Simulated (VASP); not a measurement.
Here is a VASP 6.6.1 calculation.

The input INCAR:

```
SYSTEM = NbC7
ALGO     = Normal         ! electronic algorithm
EDIFF    = 1E-7           ! SCF threshold, eV
ENCUT    = 520            ! plane-wave cutoff, eV
GGA      = PE             ! functional
ISIF     = 2              ! what is computed and relaxed
ISMEAR   = 0              ! smearing method
LASPH    = .True.         ! aspherical terms in the spheres
LCHARG   = .False.        ! write CHGCAR
LREAL    = Auto         
LWAVE    = .False.        ! write WAVECAR
NBANDS   = 55             ! bands
NELM     = 100            ! most SCF steps
PREC     = Accurate       ! precision mode
SIGMA    = 0.2            ! smearing width, eV
```

Contents of KPOINTS:

```
k-points
0
Gamma
  4 4 2
  0 0 0
```

Contents of POSCAR:

```
NbC7
1.0
    4.2159688862      0.0000000000      0.0000000000
   -2.1079844431      3.6511361570      0.0000000000
    0.0000000000      0.0000000000     12.2652223182
Nb C
2 14
Direct
    0.3333333333      0.6666666667      0.0781770669
    0.6666666667      0.3333333333      0.9218229331
    0.3333333333      0.6666666667      0.9232156587
    0.6666666667      0.3333333333      0.0767843413
    0.3331724818      0.3332878865      0.3270131009
    0.0001154047      0.3332878865      0.3270131009
    0.6667121135      0.9998845953      0.3270131009
    0.3331724818      0.9998845953      0.3270131009
    0.6667121135      0.6668275182      0.3270131009
    0.0001154047      0.6668275182      0.3270131009
    0.9998845953      0.3331724818      0.6729868991
    0.6668275182      0.0001154047      0.6729868991
    0.3332878865      0.3331724818      0.6729868991
    0.3332878865      0.0001154047      0.6729868991
    0.6668275182      0.6667121135      0.6729868991
    0.9998845953      0.6667121135      0.6729868991
```

Potentials or basis: VASP PAW PBE potentials, release 64 (Nb_sv, C).

Run with:

```sh
$ cat potpaw_PBE.64/Nb_sv/POTCAR potpaw_PBE.64/C/POTCAR > POTCAR
$ mpirun -np 1 vasp_std > vasp.out
```

Problem. Predict the pressure.

Solution. 0.0 GPa.

Problem. Estimate the largest force.

Solution. 0.030 eV/Å.

Stress tensor (GPa, compression positive):
```
 0.13  0.00  0.00
 0.00  0.13  0.00
 0.00  0.00 -0.12
```

Caveat: the k points lie up to 0.43 Å⁻¹ apart, too coarse for converged energies and pressures of a metal; this functional lacks dispersion, which binds layers or chains, so the pressure and a relaxed spacing across them are unreliable.
